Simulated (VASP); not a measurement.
# CaO (P6_3mc) in VASP: single point with PBEsol

Aim: the single point of CaO with PBEsol.

Program: VASP 6.6.1. These are calculated values, not measurements. Logs are shortened: lines on timing, memory, paths and dates and some standing lists are left out, and cuts for length are marked.

### 1 The cell of the first run

Symmetry: P6_3mc, No. 186, hexagonal system. The conventional cell has a = 3.655 Å, b = 3.655 Å, c = 5.505 Å, α = 90.00°, β = 90.00°, γ = 120.00°. Ca (site symmetry 3m) has 4 O at 2.18 to 2.20 Å within 2.9 Å. Within 2.9 Å of O (site symmetry 3m) lie 4 Ca at 2.18 to 2.20 Å.

### 2 Single point, PBEsol (Mg replaced by Ca, lengths x 1.101, strained)

INCAR

```
ALGO = Normal
EDIFF = 1E-7
ENCUT = 520
GGA = PS
ISIF = 2
ISMEAR = 0
LASPH = True
LCHARG = False
LREAL = False
LWAVE = False
NBANDS = 24
NELM = 60
PREC = Accurate
SIGMA = 0.02
```

KPOINTS

```
k-points
0
Gamma
  9 9 4
```

POSCAR

```
CaO
1.0
    3.6546175604      0.0000000000      0.0000000000
   -1.8273087803      3.1649916484      0.0000000000
    0.0000000000      0.0000000000      5.5053505341
Ca O
2 2
Direct
    0.3333333300      0.6666666700      0.0021597400
    0.6666666700      0.3333333300      0.5021597400
    0.3333333300      0.6666666700      0.4024402600
    0.6666666700      0.3333333300      0.9024402600
```

Potentials or basis: VASP PAW PBE potentials, release 64 (Ca_sv, O).

On the command line:

```sh
$ cat potpaw_PBE.64/Ca_sv/POTCAR potpaw_PBE.64/O/POTCAR > POTCAR
$ mpirun -np 1 vasp_std > vasp.out
```

OUTCAR:

```text
EDIFF = 1E-7
   ENCUT = 520
   GGA = PS
   ISIF = 2
   ISMEAR = 0
   LASPH = True
   LREAL = False
   NELM = 60
   PREC = Accurate

 ion  position               nearest neighbor table
   1  0.333  0.667  0.002-   4 2.18   4 2.18   4 2.18   3 2.20
   2  0.667  0.333  0.502-   3 2.18   3 2.18   3 2.18   4 2.20
   3  0.333  0.667  0.402-   2 2.18   2 2.18   2 2.18   1 2.20
   4  0.667  0.333  0.902-   1 2.18   1 2.18   1 2.18   2 2.20

  LATTYP: Found a hexagonal cell.
 ALAT       =     3.6546175604
 C/A-ratio  =     1.5064094787

  Lattice vectors:

 A1 = (   3.6546175604,   0.0000000000,   0.0000000000)
 A2 = (  -1.8273087803,   3.1649916484,   0.0000000000)
 A3 = (   0.0000000000,   0.0000000000,   5.5053505341)

Analysis of symmetry for initial positions (statically):
=====================================================================
 Subroutine PRICEL returns:
 Original cell was already a primitive cell.

 Routine SETGRP: Setting up the symmetry group for a
 hexagonal supercell.

 Subroutine GETGRP returns: Found 12 space group operations
 (whereof  6 operations were pure point group operations)
 out of a pool of 24 trial point group operations.

The static configuration has the point symmetry C_3v.
 The point group associated with its full space group is C_6v.

Analysis of symmetry for dynamics (positions and initial velocities):
=====================================================================
 Subroutine PRICEL returns:
 Original cell was already a primitive cell.

 Routine SETGRP: Setting up the symmetry group for a
 hexagonal supercell.

 Subroutine GETGRP returns: Found 12 space group operations
 (whereof  6 operations were pure point group operations)
 out of a pool of 24 trial point group operations.

The dynamic configuration has the point symmetry C_3v.
 The point group associated with its full space group is C_6v.

 Subroutine INISYM returns: Found 12 space group operations
 (whereof  6 operations are pure point group operations),
 and found     1 'primitive' translations

----------------------------------------------------------------------------------------

                                     Primitive cell

  volume of cell :      63.6795

[... 84 lines left out ...]
   ISTART =      0    job   : 0-new  1-cont  2-samecut
   ICHARG =      2    charge: 1-file 2-atom 10-const
   ISPIN  =      1    spin polarized calculation?
   LNONCOLLINEAR =      F non collinear calculations
   LSORBIT =      F    spin-orbit coupling
   LASPH  =      T    aspherical Exc in radial PAW
   ENCUT  =  520.0 eV  38.22 Ry    6.18 a.u.   6.80  6.80 10.24*2*pi/ulx,y,z
   NELM   =     60;   NELMIN=  2; NELMDL= -5     # of ELM steps
   EDIFF  = 0.1E-06   stopping-criterion for ELM
   LREAL  =      F    real-space projection
   EDIFFG = 0.1E-05   stopping-criterion for IOM
   NSW    =      0    number of steps for IOM
   IBRION =     -1    ionic relax: 0-MD 1-quasi-New 2-CG
   NFREE  =      0    steps in history (QN), initial steepest desc. (CG)
   ISIF   =      2    stress and relaxation
   ISYM   =      2    0-nonsym 1-usesym 2-fastsym
   POTIM  = 0.5000    time-step for ionic-motion
   TEBEG  =    0.0;   TEEND  =   0.0 temperature during run
   PSTRESS=    0.0 pullay stress
   NELECT =      32.0000    total number of electrons
   NUPDOWN=      -1.0000    fix difference up-down
   EMIN   =  10.00;   EMAX   =-10.00  energy-range for DOS
   EFERMI =   0.00;   METHOD = LEGACY
   ISMEAR =     0;   SIGMA  =   0.02  broadening in eV -4-tet -1-fermi 0-gaus
   EFERMI_NEDOS =   21; number of points for ismear=-14 and -15
   IALGO  =     38    algorithm
   IMIX   =      4    mixing-type and parameters
     AMIX     =   0.40;   BMIX     =  1.00
     AMIX_MAG =   1.60;   BMIX_MAG =  1.00
  volume/ion in A,a.u.               =      15.92       107.43
  Fermi-wavevector in a.u.,A,eV,Ry     =   1.301542  2.459559 23.048442  1.694013
  Thomas-Fermi vector in A             =   2.432669
   LORBIT       =      0    0 simple, 1 ext, 2 COOP (PROOUT), +10 PAW based schemes
   GGA     = PS    functional components
   LHFCALC =     F    Hartree Fock is set to
   AEXX    =    0.0000 exact exchange contribution
   IVDW    =     0    specifies the selected vdW correction
   LEPSILON=     F    determine dielectric tensor
   LRPA    =     F    only Hartree local field effects (RPA)
 non-spin polarized calculation
 Gauss-broadening in eV      SIGMA  =   0.02
  energy-cutoff  :      520.00
  volume of cell :       63.68
 maximum number of plane-waves:      1734
 NGX is ok and might be reduce to    28
   NGX = 13   NGY = 13   NGZ = 21

 number of electron      32.0000008 magnetization

 Free energy of the ion-electron system (eV)
  ---------------------------------------------------
  ext. energy  EPLUGINS =         0.00000000
  ---------------------------------------------------
  free energy    TOTEN  =       -26.00567690 eV

  energy without entropy =      -26.00567690  energy(sigma->0) =      -26.00567690

 E-fermi :   0.8187     XC(G=0):  -9.7772

 val. band max:        0.7255716358   @ k =   0.4444  -0.0000   0.0000
 cond. band min:       4.4544682807   @ k =   0.0000   0.0000   0.0000
 fundamental gap:      3.7288966450
 Fermi energy:         0.8186679480

 k-point     1 :       0.0000    0.0000    0.0000
  band No.  band energies     occupation
      1     -35.6521      2.00000
      2     -35.5542      2.00000
      3     -17.6231      2.00000
      4     -16.7597      2.00000
      5     -16.7597      2.00000
      6     -16.6487      2.00000
[... 637 lines left out ...]
     23      10.7823      0.00000
     24      10.7823      0.00000

 [... further k-points ...]
[... 5 lines left out ...]
  --------------------------------------------------------------------------------------
  -------------------------------------------------------------------------------------
  Total        3.6938577      3.6938577      2.1193512     -0.0000000      0.0000000      0.0000000
  in kB       92.9375585     92.9375585     53.3229323     -0.0000000      0.0000000      0.0000000
  external PRESSURE =      79.7326831 kB  Pullay stress =       0.0000000 kB

 VOLUME and BASIS-vectors are now :
 -----------------------------------------------------------------------------
  energy-cutoff  :      520.00
  volume of cell :       63.68
      direct lattice vectors                 reciprocal lattice vectors
     3.654617560  0.000000000  0.000000000     0.273626442  0.157978300  0.000000000
    -1.827308780  3.164991648  0.000000000     0.000000000  0.315956600  0.000000000
     0.000000000  0.000000000  5.505350534     0.000000000  0.000000000  0.181641477

 POSITION                                       TOTAL-FORCE (eV/Angst)
 -----------------------------------------------------------------------------------
     -0.00000      2.10999      0.01189         0.000000     -0.000000     -0.080056
      1.82731      1.05500      2.76457        -0.000000      0.000000     -0.080056
     -0.00000      2.10999      2.21557        -0.000000      0.000000      0.080056
      1.82731      1.05500      4.96825         0.000000     -0.000000      0.080056
 -----------------------------------------------------------------------------------
    total drift:                               -0.000028      0.000016      0.000056

  FREE ENERGIE OF THE ION-ELECTRON SYSTEM (eV)
  ---------------------------------------------------
  free  energy   TOTEN  =       -26.0056768950 eV

  energy  without entropy=      -26.0056768950  energy(sigma->0) =      -26.00567690
```

OSZICAR:

```text
N       E                     dE             d eps       ncg     rms          rms(c)
DAV:   1     0.326327072000E+03    0.32633E+03   -0.16429E+04  1728   0.133E+03
DAV:   2    -0.359450630704E+01   -0.32992E+03   -0.31195E+03  2000   0.396E+02
DAV:   3    -0.297524528417E+02   -0.26158E+02   -0.25965E+02  2808   0.106E+02
DAV:   4    -0.307167352906E+02   -0.96428E+00   -0.96294E+00  2528   0.172E+01
DAV:   5    -0.307335352289E+02   -0.16800E-01   -0.16800E-01  2544   0.187E+00    0.130E+01
DAV:   6    -0.261326830209E+02    0.46009E+01   -0.20822E+01  2064   0.301E+01    0.536E+00
DAV:   7    -0.260602851304E+02    0.72398E-01   -0.25481E+00  2328   0.109E+01    0.286E+00
DAV:   8    -0.260151565408E+02    0.45129E-01   -0.33783E-01  2432   0.471E+00    0.895E-01
DAV:   9    -0.260033701901E+02    0.11786E-01   -0.85413E-02  2216   0.197E+00    0.192E-01
DAV:  10    -0.260056375837E+02   -0.22674E-02   -0.58687E-03  2176   0.559E-01    0.842E-02
DAV:  11    -0.260057485056E+02   -0.11092E-03   -0.23585E-03  2216   0.289E-01    0.706E-02
DAV:  12    -0.260056758810E+02    0.72625E-04   -0.39139E-04  2128   0.161E-01    0.884E-03
DAV:  13    -0.260056765931E+02   -0.71209E-06   -0.23125E-05  2184   0.336E-02    0.341E-03
DAV:  14    -0.260056770675E+02   -0.47442E-06   -0.16951E-06  2472   0.852E-03    0.151E-03
DAV:  15    -0.260056769169E+02    0.15059E-06   -0.13392E-07  1728   0.267E-03    0.469E-04
DAV:  16    -0.260056768950E+02    0.21862E-07   -0.15207E-08  1472   0.110E-03
   1 F= -.26005677E+02 E0= -.26005677E+02  d E =-.812960E-13
```

stdout:

```text
POSCAR found type information on POSCAR CaO
 POSCAR found :  2 types and       4 ions
 scaLAPACK will be used
 -----------------------------------------------------------------------------
|                                                                             |
|                                                                             |
|     You enforced a specific xc type in the INCAR file but a different       |
|     I HOPE YOU KNOW WHAT YOU ARE DOING!                                     |
|                                                                             |
 -----------------------------------------------------------------------------

 LDA part: xc-table for (Slater+PW92), standard interpolation
 POSCAR, INCAR and KPOINTS ok, starting setup
 FFT: planning ... GRIDC
 FFT: planning ... GRID_SOFT
 FFT: planning ... GRID
 WAVECAR not read
 entering main loop
```

Wall time 55 s (1 thread of AMD EPYC 7R43 (Zen 3), shared host); peak memory 0.16 GiB.

Results:

* Free energy: -26.0057 eV
* Pressure: 8.0 GPa
* Largest force: 0.080 eV/Å
* Band gap on the k mesh: 3.73 eV, indirect (least direct gap 4.12 eV)

Forces in eV/Å, atoms in the order of the input:
```
Ca   0.000  0.000 -0.080
Ca   0.000  0.000 -0.080
O    0.000  0.000  0.080
O    0.000  0.000  0.080
```

Stress tensor (GPa, compression positive):
```
9.29 0.00 0.00
0.00 9.29 0.00
0.00 0.00 5.33
```

Caveat: the cell differs from its parent crystal (Mg replaced by Ca, lengths x 1.101, strained); the PAW data sets were made with another functional, which shifts forces and pressure a little.
